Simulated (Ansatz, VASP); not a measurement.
## CuO in VASP and in Ansatz

File INCAR:

```
SYSTEM = CuO
PREC = Accurate
ENCUT = 520
EDIFF = 1E-6
ISMEAR = -1
SIGMA = 0.05
LREAL = .FALSE.
LASPH = .TRUE.
NELM = 100
ALGO = Normal
ISIF = 2
LWAVE = .FALSE.
LCHARG = .TRUE.
GGA = PE
LELF = .TRUE.
LVHAR = .TRUE.
NBANDS = 25
```

File KPOINTS:

```
regular mesh
0
G
  10 10 6
  0 0 0
```

POSCAR

```
CuO
1.0
    0.0000000000     -2.1165600000     -2.1165600000
   -2.1165600000      0.0000000000     -2.1165600000
    2.1165600000      2.1165600000     -4.2331200000
Cu O
2 2
Direct
    0.5038875400      0.4769880100      0.4880064000
    0.0038875400      0.9769880100      0.9880064000
    0.7461124600      0.7730119900      0.7619936000
    0.2461124600      0.2730119900      0.2619936000
```

input.yaml

```yaml
crystal:
  lattice:
    - [0.0, -2.11656, -2.11656]
    - [-2.11656, 0.0, -2.11656]
    - [2.11656, 2.11656, -4.23312]
  atoms:
    - { symbol: Cu, position: [0.50388754, 0.47698801, 0.4880064] }
    - { symbol: Cu, position: [0.00388754, 0.97698801, 0.9880064] }
    - { symbol: O, position: [0.74611246, 0.77301199, 0.7619936] }
    - { symbol: O, position: [0.24611246, 0.27301199, 0.2619936] }
kpoints:
  mp_grid: { grid: [10, 10, 6] }
scf:
  occupations: { method: fermi_dirac, width: 0.05 }
hamiltonian:
  xc: pbe
  pseudopotentials: { kind: all_electron, lapw: { basis_error: 0.001 } }
output:
  forces: true
  stress: true
  eigenvalues: true
```

Alike in both runs: task single point; functional PBE; k mesh 10 × 10 × 6; occupations fermi-dirac, width 0.05 eV; no spin polarisation.

|  | VASP | Ansatz |
| --- | --- | --- |
| version | VASP 6.6.1 | Ansatz 0.2.0 |
| potentials or method | VASP PAW PBE potentials, release 64 (Cu, O), cutoff 520 eV | all-electron LAPW, scalar-relativistic |

```tsv
	VASP	Ansatz	Ansatz less VASP
gap on the k mesh at the Fermi level (eV)	none	none	-
pressure (GPa)	6.1	5.6	-0.44
traceless stress, the component that is largest in VASP (GPa)	5.19	4.93	-0.256
rms of the force components (eV/Å)	0.721	0.692	-0.0288
```

Atom by atom the forces differ by 0.029 eV/Å (rms over components). A gap of «none» marks a metal or a gap that the smearing closes. Ansatz ran all-electron here, and VASP with PAW potentials.
